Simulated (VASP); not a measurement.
# SnSe2 in VASP: single point with r2SCAN

Aim: the single point of SnSe2 with r2SCAN.

Everything below comes from runs of VASP 6.6.1. Logs are shortened: lines on timing, memory, paths and dates and some standing lists are left out, and cuts for length are marked.

### Step 1. The cell of the first run

The typed cell holds 3 atoms: a = 3.654 Å, b = 3.654 Å, c = 5.270 Å, α = 90.00°, β = 90.00°, γ = 120.00°.

### Step 2. Single point, r2SCAN

POSCAR

```
SnSe2
1.0
    3.6537700000      0.0000000000      0.0000000000
   -1.8268850000      3.1642590000      0.0000000000
    0.0000000000      0.0000000000      5.2695630000
Sn Se
1 2
Direct
    0.0000000000      0.0000000000      0.0000000000
    0.3333000000      0.6667000000      0.7164000000
    0.6667000000      0.3333000000      0.2836000000
```

INCAR.step1

```
ALGO = Normal ; EDIFF = 1E-4
ENCUT = 520 ; GGA = PE
ISMEAR = 1 ; LASPH = T
LCHARG = F ; LREAL = F
LWAVE = T ; NBANDS = 20
NELM = 60 ; PREC = Accurate
SIGMA = 0.037
```

INCAR.step2

```
ALGO = Normal ; EDIFF = 1E-6
ENCUT = 520 ; ISIF = 2
ISMEAR = 1 ; ISTART = 1
LASPH = T ; LCHARG = T
LELF = T ; LMIXTAU = T
LREAL = F ; LVHAR = T
LWAVE = F ; METAGGA = R2SCAN
NBANDS = 20 ; NELM = 60
PREC = Accurate ; SIGMA = 0.037
```

KPOINTS

```
k-points
0
Gamma
  8 8 5
```

Potentials or basis: VASP PAW PBE potentials, release 64 (Sn_d, Se).

Run with:

```bash
$ cat potpaw_PBE.64/Sn_d/POTCAR potpaw_PBE.64/Se/POTCAR > POTCAR
$ cp INCAR.step1 INCAR
$ mpirun -np 1 vasp_std > vasp.out
$ cp INCAR.step2 INCAR
$ mpirun -np 1 vasp_std > vasp.out
```

OUTCAR:

```text
EDIFF = 1E-6
   ENCUT = 520
   ISIF = 2
   ISMEAR = 1
   ISTART = 1
   LASPH = T
   LREAL = F
   METAGGA = R2SCAN
   NELM = 60
   PREC = Accurate

 ion  position               nearest neighbor table
   1  0.000  0.000  0.000-   2 2.59   3 2.59   3 2.59   2 2.59   3 2.59   2 2.59
   2  0.333  0.667  0.716-   1 2.59   1 2.59   1 2.59
   3  0.667  0.333  0.284-   1 2.59   1 2.59   1 2.59

  LATTYP: Found a hexagonal cell.
 ALAT       =     3.6537700000
 C/A-ratio  =     1.4422262485

  Lattice vectors:

 A1 = (   3.6537700000,   0.0000000000,   0.0000000000)
 A2 = (  -1.8268850000,   3.1642590000,   0.0000000000)
 A3 = (   0.0000000000,   0.0000000000,   5.2695630000)

Analysis of symmetry for initial positions (statically):
=====================================================================
 Subroutine PRICEL returns:
 Original cell was already a primitive cell.

 Routine SETGRP: Setting up the symmetry group for a
 hexagonal supercell.

 Subroutine GETGRP returns: Found  4 space group operations
 (whereof  4 operations were pure point group operations)
 out of a pool of 24 trial point group operations.

The static configuration has the point symmetry C_2h.

Analysis of symmetry for dynamics (positions and initial velocities):
=====================================================================
 Subroutine PRICEL returns:
 Original cell was already a primitive cell.

 Routine SETGRP: Setting up the symmetry group for a
 hexagonal supercell.

 Subroutine GETGRP returns: Found  4 space group operations
 (whereof  4 operations were pure point group operations)
 out of a pool of 24 trial point group operations.

The dynamic configuration has the point symmetry C_2h.

 Subroutine INISYM returns: Found  4 space group operations
 (whereof  4 operations are pure point group operations),
 and found     1 'primitive' translations

----------------------------------------------------------------------------------------

[... 78 lines left out ...]
   total plane-waves  NPLWV =  31360
   dimension x,y,z NGX =    28 NGY =   28 NGZ =   40
   dimension x,y,z NGXF=    56 NGYF=   56 NGZF=   80
   ions per type =               1   2
   NGX,Y,Z   is equivalent  to a cutoff of  12.74, 12.74, 12.62 a.u.
   NGXF,Y,Z  is equivalent  to a cutoff of  25.48, 25.48, 25.24 a.u.
 SYSTEM =  unknown system
   PREC   = accura    normal or accurate (medium, high low for compatibility)
   ISTART =      1    job   : 0-new  1-cont  2-samecut
   ICHARG =      0    charge: 1-file 2-atom 10-const
   ISPIN  =      1    spin polarized calculation?
   LNONCOLLINEAR =      F non collinear calculations
   LSORBIT =      F    spin-orbit coupling
   LASPH  =      T    aspherical Exc in radial PAW
   ENCUT  =  520.0 eV  38.22 Ry    6.18 a.u.   6.79  6.79  9.80*2*pi/ulx,y,z
   NELM   =     60;   NELMIN=  2; NELMDL=  0     # of ELM steps
   EDIFF  = 0.1E-05   stopping-criterion for ELM
   LREAL  =      F    real-space projection
   EDIFFG = 0.1E-04   stopping-criterion for IOM
   NSW    =      0    number of steps for IOM
   IBRION =     -1    ionic relax: 0-MD 1-quasi-New 2-CG
   NFREE  =      0    steps in history (QN), initial steepest desc. (CG)
   ISIF   =      2    stress and relaxation
   ISYM   =      2    0-nonsym 1-usesym 2-fastsym
   POTIM  = 0.5000    time-step for ionic-motion
   TEBEG  =    0.0;   TEEND  =   0.0 temperature during run
   PSTRESS=    0.0 pullay stress
   NELECT =      26.0000    total number of electrons
   NUPDOWN=      -1.0000    fix difference up-down
   EMIN   =  10.00;   EMAX   =-10.00  energy-range for DOS
   EFERMI =   0.00;   METHOD = LEGACY
   ISMEAR =     1;   SIGMA  =   0.04  broadening in eV -4-tet -1-fermi 0-gaus
   EFERMI_NEDOS =   21; number of points for ismear=-14 and -15
   IALGO  =     38    algorithm
   IMIX   =      4    mixing-type and parameters
     AMIX     =   0.40;   BMIX     =  1.00
     AMIX_MAG =   1.60;   BMIX_MAG =  1.00
  volume/ion in A,a.u.               =      20.31       137.04
  Fermi-wavevector in a.u.,A,eV,Ry     =   1.232547  2.329175 20.669577  1.519171
  Thomas-Fermi vector in A             =   2.367312
   LORBIT       =      0    0 simple, 1 ext, 2 COOP (PROOUT), +10 PAW based schemes
   METAGGA = R2SCAN    functional components
   LHFCALC =     F    Hartree Fock is set to
   AEXX    =    0.0000 exact exchange contribution
   IVDW    =     0    specifies the selected vdW correction
   LEPSILON=     F    determine dielectric tensor
   LRPA    =     F    only Hartree local field effects (RPA)
 non-spin polarized calculation
 Methfessel and Paxton  Order N= 1 SIGMA  =   0.04
  energy-cutoff  :      520.00
  volume of cell :       60.92
 maximum number of plane-waves:      1653
   NGX = 13   NGY = 13   NGZ = 19

 number of electron      26.0000009 magnetization

 Free energy of the ion-electron system (eV)
  ---------------------------------------------------
  ext. energy  EPLUGINS =         0.00000000
  ---------------------------------------------------
  free energy    TOTEN  =       -53.67447698 eV

  energy without entropy =      -53.67452060  energy(sigma->0) =      -53.67449152

 E-fermi :   7.7077     XC(G=0): -11.3493

 val. band max:        7.6769556009   @ k =  -0.1250   0.1250   0.0000
 cond. band min:       7.8746023650   @ k =   0.3750   0.3750   0.0000
 fundamental gap:      0.1976467642
 Fermi energy:         7.7076968853

 k-point     1 :       0.0000    0.0000    0.0000
  band No.  band energies     occupation
      1     -15.3149      2.00000
      2     -15.3149      2.00000
      3     -15.2291      2.00000
      4     -15.2054      2.00000
      5     -15.2054      2.00000
      6      -9.1249      2.00000
[... 541 lines left out ...]
     19      15.8461      0.00000
     20      16.8288      0.00000

 [... further k-points ...]
[... 5 lines left out ...]
  --------------------------------------------------------------------------------------
  -------------------------------------------------------------------------------------
  Total        8.2687467      8.2674564      9.4503545     -0.0011236      0.0015921     -0.0027577
  in kB      217.4515161    217.4175826    248.5254399     -0.0295491      0.0418699     -0.0725214
  external PRESSURE =     227.7981795 kB  Pullay stress =       0.0000000 kB

 VOLUME and BASIS-vectors are now :
 -----------------------------------------------------------------------------
  energy-cutoff  :      520.00
  volume of cell :       60.92
      direct lattice vectors                 reciprocal lattice vectors
     3.653770000  0.000000000  0.000000000     0.273689915  0.158014878  0.000000000
    -1.826885000  3.164259000  0.000000000     0.000000000  0.316029756  0.000000000
     0.000000000  0.000000000  5.269563000     0.000000000  0.000000000  0.189769057

 POSITION                                       TOTAL-FORCE (eV/Angst)
 -----------------------------------------------------------------------------------
      0.00000      0.00000      0.00000        -0.000000      0.000000     -0.000000
     -0.00018      2.10961      3.77511         0.001845     -0.001065     -0.808709
      1.82707      1.05465      1.49445        -0.001845      0.001065      0.808709
 -----------------------------------------------------------------------------------
    total drift:                               -0.000000     -0.000000      0.000000

  FREE ENERGIE OF THE ION-ELECTRON SYSTEM (eV)
  ---------------------------------------------------
  free  energy   TOTEN  =       -53.6744769798 eV

  energy  without entropy=      -53.6745206034  energy(sigma->0) =      -53.67449152
```

OSZICAR.step1:

```text
N       E                     dE             d eps       ncg     rms          rms(c)
DAV:   1     0.211015884782E+03    0.21102E+03   -0.12382E+04  3884   0.160E+03
DAV:   2     0.117826051655E+02   -0.19923E+03   -0.19152E+03  3932   0.421E+02
DAV:   3    -0.103265677645E+02   -0.22109E+02   -0.21553E+02  4484   0.114E+02
DAV:   4    -0.110295705584E+02   -0.70300E+00   -0.70150E+00  4408   0.208E+01
DAV:   5    -0.110448849789E+02   -0.15314E-01   -0.15313E-01  4832   0.329E+00    0.677E+00
DAV:   6    -0.108150217502E+02    0.22986E+00   -0.37061E-01  5696   0.712E+00    0.432E+00
DAV:   7    -0.107876482505E+02    0.27373E-01   -0.18283E-01  4712   0.300E+00    0.979E-01
DAV:   8    -0.107855957721E+02    0.20525E-02   -0.18407E-02  4948   0.156E+00    0.366E-01
DAV:   9    -0.107859218000E+02   -0.32603E-03   -0.19260E-03  4208   0.304E-01    0.913E-02
DAV:  10    -0.107859145356E+02    0.72644E-05   -0.10164E-04  2840   0.103E-01
   1 F= -.10785915E+02 E0= -.10785926E+02  d E =0.342378E-04
```

Run time: 4.2 min. Hardware: 1 thread of Intel Xeon Platinum 8375C at 2.90GHz (Ice Lake), shared host; peak memory 0.25 GiB.

What came out:

```
Free energy            : -53.6745 eV
Pressure               : 22.8 GPa
Largest force          : 0.809 eV/Å
Band gap on the k mesh : 0.20 eV, indirect (least direct gap 1.41 eV)
```

Forces in eV/Å, atoms in the order of the input:
```
Sn   0.000  0.000  0.000
Se   0.002 -0.001 -0.809
Se  -0.002  0.001  0.809
```

Stress tensor (GPa, compression positive):
```
21.75  0.00 -0.01
 0.00 21.74  0.00
-0.01  0.00 24.85
```

Caveat: the PAW data sets were made with another functional, which shifts forces and pressure a little; spin-orbit coupling is left out, which moves the levels of the heavy elements.
